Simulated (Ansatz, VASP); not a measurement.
**One calculation of HfO2, two programs**

```xyz
12
Lattice="5.3218 0.0000 0.0000 0.0000 5.1029 0.0000 0.0000 0.0000 5.1314" Properties=species:S:1:pos:R:3 pbc="T T T"
Hf    5.1462    3.7380    3.8046
Hf    2.8366    3.7380    1.2389
Hf    2.4853    1.3649    3.8046
Hf    0.1757    1.3649    1.2389
O     3.3641    4.7388    4.5119
O     4.6187    4.7388    1.9462
O     1.2450    2.7550    2.5261
O     1.4159    2.7550    5.0918
O     4.0768    2.3479    5.0918
O     3.9060    2.3479    2.5261
O     0.7032    0.3641    4.5119
O     1.9578    0.3641    1.9462
```

Alike in both runs: task single point; functional RPBE; dispersion D3(BJ); k mesh 5 × 6 × 5; occupations fermi-dirac, width 0.05 eV; no spin polarisation.

|  | VASP | Ansatz |
| --- | --- | --- |
| version | VASP 6.6.1 | Ansatz 0.2.0 |
| potentials or method | VASP PAW PBE potentials, release 64 (Hf_pv, O) | Ansatz PAW |
| plane-wave cutoff (eV) | 520 | 420 |
| valence electrons in the cell | 88 | 152 |

|  | VASP | Ansatz | Ansatz less VASP |
| --- | --- | --- | --- |
| gap on the k mesh at the Fermi level (eV) | 4.31 | 4.36 | +0.053 |
| least direct gap on the mesh (eV) | 4.50 | 4.55 | +0.048 |
| pressure (GPa) | -23.4 | -20.3 | +3.13 |
| traceless stress, the component that is largest in VASP (GPa) | -0.30 | -0.27 | +0.028 |
| rms of the force components (eV/Å) | 0.051 | 0.033 | -0.0178 |

VASP's potentials were made for PBE, not for RPBE. Atom by atom the forces differ by 0.025 eV/Å (rms over components). VASP's potentials hold 88 valence electrons a cell and Ansatz's 152, so a difference there can come from the potentials and not from the codes.

Spin-orbit coupling is off throughout. Noted on Ansatz's run: odd divisions of the mesh miss points on the zone boundary, where band edges often lie, so the gap on the mesh can be too wide.
